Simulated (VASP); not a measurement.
# AlSiN in VASP: a series of runs

AlSiN is run at these levels: PBE; tasks: single point.

Program: VASP 6.6.1. These are calculated values, not measurements. Logs are shortened: lines on timing, memory, paths and dates and some standing lists are left out, and cuts for length are marked.

## (1) The cell of the first run

The structure is tetragonal, space group P4/mmm (No. 123). The conventional cell has a = 2.697 Å, b = 2.697 Å, c = 5.237 Å, α = 90.00°, β = 90.00°, γ = 90.00°. Al (site symmetry 4/mmm) has 4 N at 1.91 Å within 2.5 Å. Si (site symmetry 4/mmm) has 2 N at 2.62 Å and 4 Si at 2.70 Å and 8 Al at 3.24 Å within 3.5 Å. Within 2.5 Å of N (site symmetry 4/mmm) lie 4 Al at 1.91 Å.

The cell was generated, and may not be a known phase.

## (2) Single point, PBE, collinear spin, ferromagnetic start

INCAR reads:

```
PREC = Accurate ; ENCUT = 600
EDIFF = 1E-6 ; ISMEAR = 0
SIGMA = 0.1 ; LREAL = F
LASPH = T ; NELM = 200
ALGO = Normal ; ISIF = 2
LWAVE = F ; LCHARG = F
ISPIN = 2 ; MAGMOM = 0 0 1
LORBIT = 11 ; GGA = PE
NBANDS = 17 ; GGA_COMPAT = F
```

KPOINTS reads:

```
regular mesh
0
Gamma
  6 6 4
```

POSCAR reads:

```
AlSiN
1.0
    2.6967560147      0.0000000000      0.0000000000
    0.0000000000      2.6967560147      0.0000000000
    0.0000000000      0.0000000000      5.2371843189
Al Si N
1 1 1
Direct
    0.0000000000      0.0000000000      0.0000000000
    0.5000000000      0.5000000000      0.5000000000
    0.5000000000      0.5000000000      0.0000000000
```

Potentials or basis: VASP PAW PBE potentials, release 64 (Al, Si, N).

The run is started by

```
$ cat potpaw_PBE.64/Al/POTCAR potpaw_PBE.64/Si/POTCAR potpaw_PBE.64/N/POTCAR > POTCAR
$ mpirun -np 1 vasp_std > vasp.out
```

OUTCAR:

```text
PREC = Accurate
   ENCUT = 600
   EDIFF = 1E-6
   ISMEAR = 0
   LREAL = F
   LASPH = T
   NELM = 200
   ISIF = 2
   ISPIN = 2
   LORBIT = 11
   GGA = PE

 ion  position               nearest neighbor table
   1  0.000  0.000  0.000-   3 1.91   3 1.91   3 1.91   3 1.91   2 3.24   2 3.24   2 3.24   2 3.24
                             2 3.24   2 3.24   2 3.24   2 3.24
   2  0.500  0.500  0.500-   1 3.24   1 3.24   1 3.24   1 3.24   1 3.24   1 3.24   1 3.24   1 3.24

   3  0.500  0.500  0.000-   1 1.91   1 1.91   1 1.91   1 1.91

  LATTYP: Found a simple tetragonal cell.
 ALAT       =     2.6967560147
 C/A-ratio  =     1.9420311998

  Lattice vectors:

 A1 = (   2.6967560147,   0.0000000000,   0.0000000000)
 A2 = (   0.0000000000,   2.6967560147,   0.0000000000)
 A3 = (   0.0000000000,   0.0000000000,   5.2371843189)

Analysis of symmetry for initial positions (statically):
=====================================================================
 Subroutine PRICEL returns:
 Original cell was already a primitive cell.

 Routine SETGRP: Setting up the symmetry group for a
 simple tetragonal supercell.

 Subroutine GETGRP returns: Found 16 space group operations
 (whereof 16 operations were pure point group operations)
 out of a pool of 16 trial point group operations.

The static configuration has the point symmetry D_4h.

Analysis of symmetry for dynamics (positions and initial velocities):
=====================================================================
 Subroutine PRICEL returns:
 Original cell was already a primitive cell.

 Routine SETGRP: Setting up the symmetry group for a
 simple tetragonal supercell.

 Subroutine GETGRP returns: Found 16 space group operations
 (whereof 16 operations were pure point group operations)
 out of a pool of 16 trial point group operations.

The dynamic configuration has the point symmetry D_4h.

Analysis of structural, dynamic, and magnetic symmetry:
=====================================================================
 Subroutine PRICEL returns:
 Original cell was already a primitive cell.

 Routine SETGRP: Setting up the symmetry group for a
 simple tetragonal supercell.

 Subroutine GETGRP returns: Found 16 space group operations
 (whereof 16 operations were pure point group operations)
 out of a pool of 16 trial point group operations.

The overall configuration has the point symmetry D_4h.

 Subroutine INISYM returns: Found 16 space group operations
 (whereof 16 operations are pure point group operations),
 and found     1 'primitive' translations

----------------------------------------------------------------------------------------

                                     Primitive cell

  volume of cell :      38.0874

  direct lattice vectors                    reciprocal lattice vectors
     2.696756015  0.000000000  0.000000000     0.370815897  0.000000000  0.000000000
     0.000000000  2.696756015  0.000000000     0.000000000  0.370815897  0.000000000
     0.000000000  0.000000000  5.237184319     0.000000000  0.000000000  0.190942296

  length of vectors
     2.696756015  2.696756015  5.237184319     0.370815897  0.370815897  0.190942296

  position of ions in fractional coordinates (direct lattice)
     0.000000000  0.000000000  0.000000000
     0.500000000  0.500000000  0.500000000
     0.500000000  0.500000000  0.000000000

  ion indices of the primitive-cell ions
   primitive index   ion index
                 1           1
                 2           2
                 3           3

----------------------------------------------------------------------------------------

 KPOINTS: regular mesh

Automatic generation of k-mesh.
 Grid dimensions read from file:
 generate k-points for:    6    6    4

 Generating k-lattice:

  Cartesian coordinates                     Fractional coordinates (reciprocal lattice)
     0.061802649  0.000000000  0.000000000     0.166666667  0.000000000  0.000000000
     0.000000000  0.061802649  0.000000000     0.000000000  0.166666667  0.000000000
     0.000000000  0.000000000  0.047735574     0.000000000  0.000000000  0.250000000

  Length of vectors
     0.061802649  0.061802649  0.047735574

  Shift w.r.t. Gamma in fractional coordinates (k-lattice)
     0.000000000  0.000000000  0.000000000

 Subroutine IBZKPT returns following result:
 ===========================================

 Found     30 irreducible k-points:

 Following reciprocal coordinates:
            Coordinates               Weight
  0.000000  0.000000  0.000000      1.000000
  0.166667  0.000000  0.000000      4.000000
  0.333333  0.000000  0.000000      4.000000
  0.500000  0.000000  0.000000      2.000000
  0.166667  0.166667  0.000000      4.000000
  0.333333  0.166667  0.000000      8.000000
[... 16 lines left out ...]
  0.333333  0.000000  0.500000      4.000000
  0.500000  0.000000  0.500000      2.000000
 [... further k-points ...]
   k-points           NKPTS =     30   k-points in BZ     NKDIM =     30   number of bands    NBANDS=     17
   number of dos      NEDOS =    301   number of ions     NIONS =      3
   total plane-waves  NPLWV =  24192
   dimension x,y,z NGX =    24 NGY =   24 NGZ =   42
   dimension x,y,z NGXF=    48 NGYF=   48 NGZF=   84
   ions per type =               1   1   1
   NGX,Y,Z   is equivalent  to a cutoff of  14.80, 14.80, 13.33 a.u.
   NGXF,Y,Z  is equivalent  to a cutoff of  29.59, 29.59, 26.66 a.u.
 SYSTEM =  unknown system
   PREC   = accura    normal or accurate (medium, high low for compatibility)
   ISTART =      0    job   : 0-new  1-cont  2-samecut
   ICHARG =      2    charge: 1-file 2-atom 10-const
   ISPIN  =      2    spin polarized calculation?
   LNONCOLLINEAR =      F non collinear calculations
   LSORBIT =      F    spin-orbit coupling
   LASPH  =      T    aspherical Exc in radial PAW
   ENCUT  =  600.0 eV  44.10 Ry    6.64 a.u.   5.39  5.39 10.46*2*pi/ulx,y,z
   NELM   =    200;   NELMIN=  2; NELMDL= -5     # of ELM steps
   EDIFF  = 0.1E-05   stopping-criterion for ELM
   LREAL  =      F    real-space projection
   EDIFFG = 0.1E-04   stopping-criterion for IOM
   NSW    =      0    number of steps for IOM
   IBRION =     -1    ionic relax: 0-MD 1-quasi-New 2-CG
   NFREE  =      0    steps in history (QN), initial steepest desc. (CG)
   ISIF   =      2    stress and relaxation
   ISYM   =      2    0-nonsym 1-usesym 2-fastsym
   POTIM  = 0.5000    time-step for ionic-motion
   TEBEG  =    0.0;   TEEND  =   0.0 temperature during run
   PSTRESS=    0.0 pullay stress
   NELECT =      12.0000    total number of electrons
   NUPDOWN=      -1.0000    fix difference up-down
   EMIN   =  10.00;   EMAX   =-10.00  energy-range for DOS
   EFERMI =   0.00;   METHOD = LEGACY
   ISMEAR =     0;   SIGMA  =   0.10  broadening in eV -4-tet -1-fermi 0-gaus
   EFERMI_NEDOS =   21; number of points for ismear=-14 and -15
   IALGO  =     38    algorithm
   IMIX   =      4    mixing-type and parameters
     AMIX     =   0.40;   BMIX     =  1.00
     AMIX_MAG =   1.60;   BMIX_MAG =  1.00
  volume/ion in A,a.u.               =      12.70        85.68
  Fermi-wavevector in a.u.,A,eV,Ry     =   1.113973  2.105105 16.883972  1.240937
  Thomas-Fermi vector in A             =   2.250564
   LORBIT       =     11    0 simple, 1 ext, 2 COOP (PROOUT), +10 PAW based schemes
   GGA     = PE    functional components
   LHFCALC =     F    Hartree Fock is set to
   AEXX    =    0.0000 exact exchange contribution
   IVDW    =     0    specifies the selected vdW correction
   LEPSILON=     F    determine dielectric tensor
   LRPA    =     F    only Hartree local field effects (RPA)
 spin polarized calculation
 Gauss-broadening in eV      SIGMA  =   0.10
  energy-cutoff  :      600.00
  volume of cell :       38.09
 maximum number of plane-waves:      1291
 NGX is ok and might be reduce to    24

 number of electron      12.0000000 magnetization       0.0002897

 number of electron      12.0000000 magnetization      -0.0000233

 Free energy of the ion-electron system (eV)
  ---------------------------------------------------
  ext. energy  EPLUGINS =         0.00000000
  ---------------------------------------------------
  free energy    TOTEN  =       -18.04614500 eV

  energy without entropy =      -18.04452050  energy(sigma->0) =      -18.04533275

 E-fermi :   8.5399     XC(G=0): -10.7761

 val. band max:        8.4955165157   @ k =   0.5000   0.5000   0.0000
 cond. band min:       8.8061990409   @ k =   0.5000   0.1667   0.0000
 fundamental gap:      0.3106825252
 Fermi energy:         8.5398723505

 spin component 1

 k-point     1 :       0.0000    0.0000    0.0000
  band No.  band energies     occupation
      1      -9.4052      1.00000
      2      -1.7782      1.00000
      3       0.7544      1.00000
      4       5.5208      1.00000
      5       5.5208      1.00000
      6      10.2362      0.00000
[... 9 lines left out ...]
     16      22.8061      0.00000
     17      24.8497      0.00000
[... 443 lines left out ...]
      1      -7.3929      1.00000
      2      -0.8400      1.00000
      3       0.8423      1.00000
      4       3.2290      1.00000
      5       5.9596      1.00000
      6       6.3399      1.00000
[... 9 lines left out ...]
     16      21.9194      0.00000
     17      24.9065      0.00000

 [... further k-points ...]

 spin component 2

 k-point     1 :       0.0000    0.0000    0.0000
  band No.  band energies     occupation
      1      -9.4052      1.00000
      2      -1.7782      1.00000
      3       0.7544      1.00000
      4       5.5208      1.00000
      5       5.5208      1.00000
      6      10.2362      0.00000
[... 9 lines left out ...]
     16      22.8061      0.00000
     17      24.8496      0.00000
[... 443 lines left out ...]
      1      -7.3929      1.00000
      2      -0.8400      1.00000
      3       0.8423      1.00000
      4       3.2290      1.00000
      5       5.9596      1.00000
      6       6.3399      1.00000
[... 9 lines left out ...]
     16      21.9194      0.00000
     17      24.9065      0.00000

 [... further k-points ...]

------------------------ aborting loop because EDIFF is reached ----------------------------------------

  FORCE on cell =-STRESS in cart. coord.  units (eV):
  Direction    XX          YY          ZZ          XY          YZ          ZX
  --------------------------------------------------------------------------------------
  -------------------------------------------------------------------------------------
  Total       -0.2413648     -0.2413648      0.4259831      0.0000000      0.0000000      0.0000000
  in kB      -10.1532083    -10.1532083     17.9193324      0.0000000      0.0000000      0.0000000
  external PRESSURE =      -0.7956947 kB  Pullay stress =       0.0000000 kB

 VOLUME and BASIS-vectors are now :
 -----------------------------------------------------------------------------
  energy-cutoff  :      600.00
  volume of cell :       38.09
      direct lattice vectors                 reciprocal lattice vectors
     2.696756015  0.000000000  0.000000000     0.370815897  0.000000000  0.000000000
     0.000000000  2.696756015  0.000000000     0.000000000  0.370815897  0.000000000
     0.000000000  0.000000000  5.237184319     0.000000000  0.000000000  0.190942296

 POSITION                                       TOTAL-FORCE (eV/Angst)
 -----------------------------------------------------------------------------------
      0.00000      0.00000      0.00000         0.000000      0.000000      0.000000
      1.34838      1.34838      2.61859         0.000000      0.000000      0.000000
      1.34838      1.34838      0.00000         0.000000      0.000000      0.000000
 -----------------------------------------------------------------------------------
    total drift:                                0.000000     -0.000000     -0.000000

  FREE ENERGIE OF THE ION-ELECTRON SYSTEM (eV)
  ---------------------------------------------------
  free  energy   TOTEN  =       -18.0461449980 eV

  energy  without entropy=      -18.0445205011  energy(sigma->0) =      -18.04533275

 total charge

# of ion       s       p       d       tot
------------------------------------------
    1        0.333   0.404   0.000   0.737
    2        0.836   0.696   0.000   1.533
    3        1.261   2.567   0.000   3.828
--------------------------------------------------
tot          2.429   3.667   0.000   6.097

 magnetization (x)

# of ion       s       p       d       tot
------------------------------------------
    1        0.000  -0.000   0.000   0.000
    2       -0.000  -0.000   0.000  -0.000
    3       -0.000  -0.000   0.000  -0.000
--------------------------------------------------
tot         -0.000  -0.000   0.000  -0.000
```

Run time: 20 s. Hardware: 1 thread of Intel Xeon Platinum 8559C (Emerald Rapids), shared host; peak memory 0.19 GiB.

What came out:

| Property | Result |
| --- | --- |
| Free energy | -18.0461 eV |
| Pressure | -0.1 GPa |
| Band gap on the k mesh | zero (filled and empty bands overlap) |
| Net moment | 0.00 μB per cell |
| Valence electrons inside the program's atomic spheres | Al 0.74; Si 1.53; N 3.83 |

Stress tensor (GPa, compression positive):
```
-1.02  0.00  0.00
 0.00 -1.02  0.00
 0.00  0.00  1.79
```

Caveat: the k points lie up to 0.39 Å⁻¹ apart, too coarse for converged energies and pressures of a metal.

## (3) Single point, PBE, collinear spin, ferromagnetic start

This run uses another cell than the first one, of the same volume but with other edges.

INCAR reads:

```
  PREC = Accurate
  ENCUT = 600
  EDIFF = 1E-6
  ISMEAR = 0
  SIGMA = 0.1
  LREAL = F
  LASPH = T
  NELM = 200
  ALGO = Normal
  ISIF = 2
  LWAVE = F
  LCHARG = T
  ISPIN = 2
  MAGMOM = 0 0 1
  LORBIT = 11
  GGA = PE
  LELF = T
  LVHAR = T
  NBANDS = 17
  GGA_COMPAT = F
```

KPOINTS reads:

```
regular mesh
0
Gamma
  6 6 6
```

POSCAR reads:

```
AlSiN
1.0
    3.3424458200      0.0000000000      0.0000000000
    0.0000000000      3.3654363400      0.0000000000
    0.0000000000      0.0000000000      3.3912082600
Al Si N
1 1 1
Direct
    0.0000000000      0.0000000000      0.0000000000
    0.5000000000      0.5000000000      0.5000000000
    0.5000000000      0.5000000000      0.0000000000
```

Potentials or basis: VASP PAW PBE potentials, release 64 (Al, Si, N).

The run is started by

```
$ cat potpaw_PBE.64/Al/POTCAR potpaw_PBE.64/Si/POTCAR potpaw_PBE.64/N/POTCAR > POTCAR
$ mpirun -np 1 vasp_std > vasp.out
```

It took 44 s on 1 thread of Intel Xeon Platinum 8559C (Emerald Rapids), shared host; peak memory 0.22 GiB.

It converged, with:

| Quantity | Value |
| --- | --- |
| Free energy | -15.9552 eV |
| Pressure | 4.8 GPa |
| Band gap on the k mesh | zero (filled and empty bands overlap) |
| Net moment | 0.00 μB per cell |
| Valence electrons inside the program's atomic spheres | Al 0.67; Si 1.57; N 3.84 |

Stress tensor (GPa, compression positive):
```
-7.12  0.00  0.00
 0.00 -7.41  0.00
 0.00  0.00 29.08
```

Levels at points of the mesh, in eV from the Fermi level:
Spin up:
| k point | band 4 | band 5 | band 6 | band 7 | band 8 | band 9 |
| --- | --- | --- | --- | --- | --- | --- |
| (0.00, 0.00, 0.00) | -5.87 | -5.79 | -0.16 | 1.82 | 4.59 | 4.69 |
| (0.50, 0.00, 0.00) | -5.33 | -3.56 | -0.65 | 2.58 | 3.04 | 3.16 |
| (0.00, 0.50, 0.00) | -5.27 | -3.59 | -0.66 | 2.67 | 3.00 | 3.28 |
| (0.50, 0.50, 0.00) | -8.05 | -4.59 | -0.71 | 1.67 | 1.68 | 5.72 |
| (0.00, 0.00, 0.50) | -5.02 | -2.56 | -2.35 | 1.14 | 1.27 | 4.80 |
| (0.50, 0.00, 0.50) | -5.43 | -4.70 | 0.29 | 2.01 | 2.61 | 2.66 |
| (0.00, 0.50, 0.50) | -5.45 | -4.66 | 0.28 | 2.11 | 2.65 | 2.70 |
| (0.50, 0.50, 0.50) | -7.17 | -3.18 | -3.14 | -1.57 | -1.35 | 3.62 |
Spin down:
```
           k point  band 4  band 5  band 6  band 7  band 8  band 9
(0.00, 0.00, 0.00)   -5.87   -5.79   -0.16    1.82    4.59    4.69
(0.50, 0.00, 0.00)   -5.33   -3.56   -0.65    2.58    3.04    3.16
(0.00, 0.50, 0.00)   -5.27   -3.59   -0.66    2.67    3.00    3.28
(0.50, 0.50, 0.00)   -8.05   -4.59   -0.71    1.67    1.68    5.72
(0.00, 0.00, 0.50)   -5.02   -2.56   -2.35    1.14    1.27    4.80
(0.50, 0.00, 0.50)   -5.43   -4.70    0.29    2.01    2.61    2.66
(0.00, 0.50, 0.50)   -5.45   -4.66    0.28    2.11    2.65    2.70
(0.50, 0.50, 0.50)   -7.17   -3.18   -3.14   -1.57   -1.35    3.62
```

Caveat: the stress differs along the axes, from -7 to 29 GPa.

The gap in the log of VASP goes by the Fermi energy; the results here count the filled bands.